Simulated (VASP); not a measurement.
# GaN (F-43m) in VASP: further runs, part 2 of 4

VASP 6.6.1. The steps go on from the part before.

### Step 3. Single point, PBE

This run uses another cell than the first one, of 10.00 Å³/atom, 0.850 times its volume.

INCAR reads:

```
ALGO = Normal
EDIFF = 1E-6
ENCUT = 520
GGA = PE
ISIF = 2
ISMEAR = 0
LASPH = True
LCHARG = False
LREAL = False
LWAVE = False
NBANDS = 16
NELM = 60
PREC = Accurate
SIGMA = 0.01
```

KPOINTS reads:

```
k-points
0
Gamma
  10 10 10
```

POSCAR reads:

```
GaN
1.0
    0.0000000000      2.1541441301      2.1541441301
    2.1541441301      0.0000000000      2.1541441301
    2.1541441301      2.1541441301      0.0000000000
Ga N
1 1
Direct
    0.0000000000      0.0000000000      0.0000000000
    0.7500000000      0.7500000000      0.7500000000
```

Potentials or basis: VASP PAW PBE potentials, release 64 (Ga_d, N).

On the command line:

```sh
$ cat potpaw_PBE.64/Ga_d/POTCAR potpaw_PBE.64/N/POTCAR > POTCAR
$ mpirun -np 1 vasp_std > vasp.out
```

OUTCAR:

```text
EDIFF = 1E-6
   ENCUT = 520
   GGA = PE
   ISIF = 2
   ISMEAR = 0
   LASPH = True
   LREAL = False
   NELM = 60
   PREC = Accurate

 ion  position               nearest neighbor table
   1  0.000  0.000  0.000-   2 1.87   2 1.87   2 1.87   2 1.87
   2  0.750  0.750  0.750-   1 1.87   1 1.87   1 1.87   1 1.87

  LATTYP: Found a face centered cubic cell.
 ALAT       =     4.3082882602

  Lattice vectors:

 A1 = (   0.0000000000,   2.1541441301,   2.1541441301)
 A2 = (   2.1541441301,   0.0000000000,   2.1541441301)
 A3 = (   2.1541441301,   2.1541441301,   0.0000000000)

Analysis of symmetry for initial positions (statically):
=====================================================================
 Subroutine PRICEL returns:
 Original cell was already a primitive cell.

 Routine SETGRP: Setting up the symmetry group for a
 face centered cubic supercell.

 Subroutine GETGRP returns: Found 24 space group operations
 (whereof 24 operations were pure point group operations)
 out of a pool of 48 trial point group operations.

The static configuration has the point symmetry T_d .

Analysis of symmetry for dynamics (positions and initial velocities):
=====================================================================
 Subroutine PRICEL returns:
 Original cell was already a primitive cell.

 Routine SETGRP: Setting up the symmetry group for a
 face centered cubic supercell.

 Subroutine GETGRP returns: Found 24 space group operations
 (whereof 24 operations were pure point group operations)
 out of a pool of 48 trial point group operations.

The dynamic configuration has the point symmetry T_d .

 Subroutine INISYM returns: Found 24 space group operations
 (whereof 24 operations are pure point group operations),
 and found     1 'primitive' translations

----------------------------------------------------------------------------------------

                                     Primitive cell

  volume of cell :      19.9919

  direct lattice vectors                    reciprocal lattice vectors
     0.000000000  2.154144130  2.154144130    -0.232110746  0.232110746  0.232110746
     2.154144130  0.000000000  2.154144130     0.232110746 -0.232110746  0.232110746
     2.154144130  2.154144130  0.000000000     0.232110746  0.232110746 -0.232110746

  length of vectors
     3.046419844  3.046419844  3.046419844     0.402027604  0.402027604  0.402027604

  position of ions in fractional coordinates (direct lattice)
     0.000000000  0.000000000  0.000000000
     0.750000000  0.750000000  0.750000000

  ion indices of the primitive-cell ions
   primitive index   ion index
                 1           1
                 2           2

----------------------------------------------------------------------------------------

 KPOINTS: k-points

Automatic generation of k-mesh.
 Grid dimensions read from file:
 generate k-points for:   10   10   10

 Generating k-lattice:

  Cartesian coordinates                     Fractional coordinates (reciprocal lattice)
    -0.023211075  0.023211075  0.023211075     0.100000000  0.000000000  0.000000000
     0.023211075 -0.023211075  0.023211075     0.000000000  0.100000000  0.000000000
     0.023211075  0.023211075 -0.023211075     0.000000000  0.000000000  0.100000000

  Length of vectors
     0.040202760  0.040202760  0.040202760

  Shift w.r.t. Gamma in fractional coordinates (k-lattice)
     0.000000000  0.000000000  0.000000000

 Subroutine IBZKPT returns following result:
 ===========================================

 Found     47 irreducible k-points:

 Following reciprocal coordinates:
            Coordinates               Weight
  0.000000  0.000000  0.000000      1.000000
  0.100000  0.000000  0.000000      8.000000
  0.200000  0.000000  0.000000      8.000000
  0.300000  0.000000  0.000000      8.000000
  0.400000  0.000000  0.000000      8.000000
  0.500000  0.000000  0.000000      4.000000
[... 16 lines left out ...]
  0.300000  0.300000  0.000000      6.000000
  0.400000  0.300000  0.000000     24.000000
 [... further k-points ...]
   k-points           NKPTS =     47   k-points in BZ     NKDIM =     47   number of bands    NBANDS=     16
   number of dos      NEDOS =    301   number of ions     NIONS =      2
   total plane-waves  NPLWV =  13824
   dimension x,y,z NGX =    24 NGY =   24 NGZ =   24
   dimension x,y,z NGXF=    48 NGYF=   48 NGZF=   48
   ions per type =               1   1
   NGX,Y,Z   is equivalent  to a cutoff of  13.10, 13.10, 13.10 a.u.
   NGXF,Y,Z  is equivalent  to a cutoff of  26.19, 26.19, 26.19 a.u.
 SYSTEM =  unknown system
   PREC   = accura    normal or accurate (medium, high low for compatibility)
   ISTART =      0    job   : 0-new  1-cont  2-samecut
   ICHARG =      2    charge: 1-file 2-atom 10-const
   ISPIN  =      1    spin polarized calculation?
   LNONCOLLINEAR =      F non collinear calculations
   LSORBIT =      F    spin-orbit coupling
   LASPH  =      T    aspherical Exc in radial PAW
   ENCUT  =  520.0 eV  38.22 Ry    6.18 a.u.   5.66  5.66  5.66*2*pi/ulx,y,z
   NELM   =     60;   NELMIN=  2; NELMDL= -5     # of ELM steps
   EDIFF  = 0.1E-05   stopping-criterion for ELM
   LREAL  =      F    real-space projection
   EDIFFG = 0.1E-04   stopping-criterion for IOM
   NSW    =      0    number of steps for IOM
   IBRION =     -1    ionic relax: 0-MD 1-quasi-New 2-CG
   NFREE  =      0    steps in history (QN), initial steepest desc. (CG)
   ISIF   =      2    stress and relaxation
   ISYM   =      2    0-nonsym 1-usesym 2-fastsym
   POTIM  = 0.5000    time-step for ionic-motion
   TEBEG  =    0.0;   TEEND  =   0.0 temperature during run
   PSTRESS=    0.0 pullay stress
   NELECT =      18.0000    total number of electrons
   NUPDOWN=      -1.0000    fix difference up-down
   EMIN   =  10.00;   EMAX   =-10.00  energy-range for DOS
   EFERMI =   0.00;   METHOD = LEGACY
   ISMEAR =     0;   SIGMA  =   0.01  broadening in eV -4-tet -1-fermi 0-gaus
   EFERMI_NEDOS =   21; number of points for ismear=-14 and -15
   IALGO  =     38    algorithm
   IMIX   =      4    mixing-type and parameters
     AMIX     =   0.40;   BMIX     =  1.00
     AMIX_MAG =   1.60;   BMIX_MAG =  1.00
  volume/ion in A,a.u.               =      10.00        67.46
  Fermi-wavevector in a.u.,A,eV,Ry     =   1.580814  2.987306 34.000612  2.498974
  Thomas-Fermi vector in A             =   2.680985
   LORBIT       =      0    0 simple, 1 ext, 2 COOP (PROOUT), +10 PAW based schemes
   GGA     = PE    functional components
   LHFCALC =     F    Hartree Fock is set to
   AEXX    =    0.0000 exact exchange contribution
   IVDW    =     0    specifies the selected vdW correction
   LEPSILON=     F    determine dielectric tensor
   LRPA    =     F    only Hartree local field effects (RPA)
 non-spin polarized calculation
 Gauss-broadening in eV      SIGMA  =   0.01
  energy-cutoff  :      520.00
  volume of cell :       19.99
 maximum number of plane-waves:       548
   NGX = 11   NGY = 11   NGZ = 11

 number of electron      17.9999994 magnetization

 Free energy of the ion-electron system (eV)
  ---------------------------------------------------
  ext. energy  EPLUGINS =         0.00000000
  ---------------------------------------------------
  free energy    TOTEN  =       -11.77126266 eV

  energy without entropy =      -11.77126266  energy(sigma->0) =      -11.77126266

 E-fermi :   6.9920     XC(G=0): -12.4103

 val. band max:        6.8715926033   @ k =   0.0000   0.0000   0.0000
 cond. band min:       9.4678696192   @ k =   0.0000   0.0000   0.0000
 fundamental gap:      2.5962770159
 Fermi energy:         6.9920292097

 k-point     1 :       0.0000    0.0000    0.0000
  band No.  band energies     occupation
      1     -10.3226      2.00000
      2      -6.7697      2.00000
      3      -6.7697      2.00000
      4      -6.7697      2.00000
      5      -6.2854      2.00000
      6      -6.2854      2.00000
[... 8 lines left out ...]
     15      26.7695      0.00000
     16      26.7695      0.00000

 k-point     2 :       0.1000    0.0000    0.0000
  band No.  band energies     occupation
      1     -10.1822      2.00000
      2      -6.7498      2.00000
      3      -6.7498      2.00000
      4      -6.7400      2.00000
      5      -6.2876      2.00000
      6      -6.2876      2.00000
[... 8 lines left out ...]
     15      25.3715      0.00000
     16      25.5019      0.00000
[... 387 lines left out ...]
      5      -6.2125      2.00000
      6      -5.9924      2.00000
[... 8 lines left out ...]
     15      30.2504      0.00000
     16      31.6524      0.00000

 k-point    24 :       0.4000    0.3000    0.0000
  band No.  band energies     occupation
      1      -8.8902      2.00000
      2      -6.6229      2.00000
      3      -6.4400      2.00000
      4      -6.4367      2.00000
      5      -6.1979      2.00000
      6      -5.5162      2.00000
[... 8 lines left out ...]
     15      30.7987      0.00000
     16      31.4454      0.00000

 [... further k-points ...]
[... 5 lines left out ...]
  --------------------------------------------------------------------------------------
  -------------------------------------------------------------------------------------
  Total        4.9632493      4.9632493      4.9632493      0.0000000      0.0000000     -0.0000000
  in kB      397.7611860    397.7611860    397.7611860      0.0000000      0.0000000     -0.0000000
  external PRESSURE =     397.7611860 kB  Pullay stress =       0.0000000 kB

 VOLUME and BASIS-vectors are now :
 -----------------------------------------------------------------------------
  energy-cutoff  :      520.00
  volume of cell :       19.99
      direct lattice vectors                 reciprocal lattice vectors
     0.000000000  2.154144130  2.154144130    -0.232110746  0.232110746  0.232110746
     2.154144130  0.000000000  2.154144130     0.232110746 -0.232110746  0.232110746
     2.154144130  2.154144130  0.000000000     0.232110746  0.232110746 -0.232110746

 POSITION                                       TOTAL-FORCE (eV/Angst)
 -----------------------------------------------------------------------------------
      0.00000      0.00000      0.00000        -0.000000     -0.000000     -0.000000
      3.23122      3.23122      3.23122         0.000000      0.000000      0.000000
 -----------------------------------------------------------------------------------
    total drift:                               -0.000003     -0.000003     -0.000003

  FREE ENERGIE OF THE ION-ELECTRON SYSTEM (eV)
  ---------------------------------------------------
  free  energy   TOTEN  =       -11.7712626650 eV

  energy  without entropy=      -11.7712626650  energy(sigma->0) =      -11.77126266
```

OSZICAR:

```text
N       E                     dE             d eps       ncg     rms          rms(c)
DAV:   1     0.761450650405E+02    0.76145E+02   -0.93889E+03  1736   0.209E+03
DAV:   2    -0.929983254299E+01   -0.85445E+02   -0.81100E+02  1768   0.324E+02
DAV:   3    -0.139776826087E+02   -0.46779E+01   -0.46640E+01  1672   0.664E+01
DAV:   4    -0.140248807514E+02   -0.47198E-01   -0.47193E-01  1976   0.688E+00
DAV:   5    -0.140254860688E+02   -0.60532E-03   -0.60531E-03  1680   0.700E-01    0.827E+00
DAV:   6    -0.117650755895E+02    0.22604E+01   -0.47702E+00  2280   0.447E+01    0.271E+00
DAV:   7    -0.117786280246E+02   -0.13552E-01   -0.41758E-01  1672   0.641E+00    0.186E+00
DAV:   8    -0.117747127495E+02    0.39153E-02   -0.41333E-02  1808   0.373E+00    0.602E-01
DAV:   9    -0.117711402075E+02    0.35725E-02   -0.14218E-02  2192   0.322E+00    0.144E-01
DAV:  10    -0.117712889431E+02   -0.14874E-03   -0.13115E-03  1960   0.549E-01    0.369E-02
DAV:  11    -0.117712595686E+02    0.29374E-04   -0.17111E-04  2264   0.178E-01    0.190E-02
DAV:  12    -0.117712628444E+02   -0.32757E-05   -0.16412E-05  1760   0.438E-02    0.989E-03
DAV:  13    -0.117712626650E+02    0.17940E-06   -0.51613E-07  1216   0.130E-02
   1 F= -.11771263E+02 E0= -.11771263E+02  d E =-.171363E-67
```

stdout:

```text
POSCAR found type information on POSCAR GaN
 POSCAR found :  2 types and       2 ions
 scaLAPACK will be used
 LDA part: xc-table for (Slater+PW92), standard interpolation
 POSCAR, INCAR and KPOINTS ok, starting setup
 FFT: planning ... GRIDC
 FFT: planning ... GRID_SOFT
 FFT: planning ... GRID
 WAVECAR not read
 entering main loop
```

Run time: 7.9 s. Hardware: 1 thread of Intel Xeon Platinum 8375C at 2.90GHz (Ice Lake), shared host; peak memory 0.14 GiB.

What came out:

```yaml
Free_energy: -11.7713 eV
Pressure: 39.8 GPa
Band_gap_on_the_k_mesh: 2.60 eV, direct
```

Levels at points of the mesh, in eV from the valence-band top:
```csv
k point,band 6,band 7,band 8,band 9,band 10,band 11,band 12,band 13
"(0.00, 0.00, 0.00)",-13.16,0.00,0.00,0.00,2.60,11.16,11.16,11.16
"(0.50, 0.00, 0.00)",-11.89,-8.00,-1.15,-1.15,5.58,9.39,11.07,11.07
"(0.50, 0.50, 0.00)",-11.50,-6.71,-3.22,-3.22,3.38,7.43,12.76,15.44
```

[end of part 2 of 4]
